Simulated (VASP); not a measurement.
A run of VASP 6.6.1 is set up as follows.

Contents of INCAR:

```
SYSTEM = Ge
PREC = Accurate
ENCUT = 520
EDIFF = 1E-7
ISMEAR = 0
SIGMA = 0.1
LREAL = .False.
LASPH = .True.
NELM = 100
ALGO = Normal
ISIF = 2
LWAVE = .False.
LCHARG = .False.
GGA = PS
NBANDS = 66
```

The input KPOINTS:

```
regular mesh
0
Gamma
  12 12 4
  0 0 0
```

File POSCAR:

```
Ge
1.0
    4.0854329353      0.0000000000      0.0000000000
   -2.0427164677      3.5380887074      0.0000000000
    0.0000000000      0.0000000000     13.3849189157
Ge
8
Direct
    0.0000000000      0.0000000000      0.4067391009
    0.0000000000      0.0000000000      0.5932608991
    0.0000000000      0.0000000000      0.9067391009
    0.0000000000      0.0000000000      0.0932608991
    0.3333333333      0.6666666667      0.3443359399
    0.6666666667      0.3333333333      0.6556640601
    0.6666666667      0.3333333333      0.8443359399
    0.3333333333      0.6666666667      0.1556640601
```

Potentials or basis: VASP PAW PBE potentials, release 64 (Ge_d).

Launch:

```bash
$ cat potpaw_PBE.64/Ge_d/POTCAR > POTCAR
$ mpirun -np 1 vasp_std > vasp.out
```

(1) Estimate the band gap on the k mesh.

(2) Predict the largest force.

(3) Estimate the pressure.

Answers

(1) zero (bands 56 and 57 overlap by 0.01 eV).

(2) 0.010 eV/Å.

(3) -3.5 GPa.

Caveat: the cell stands under tension; semilocal functionals underestimate gaps, and a narrow one can read as zero; the PAW data sets were made with another functional, which shifts forces and pressure a little.
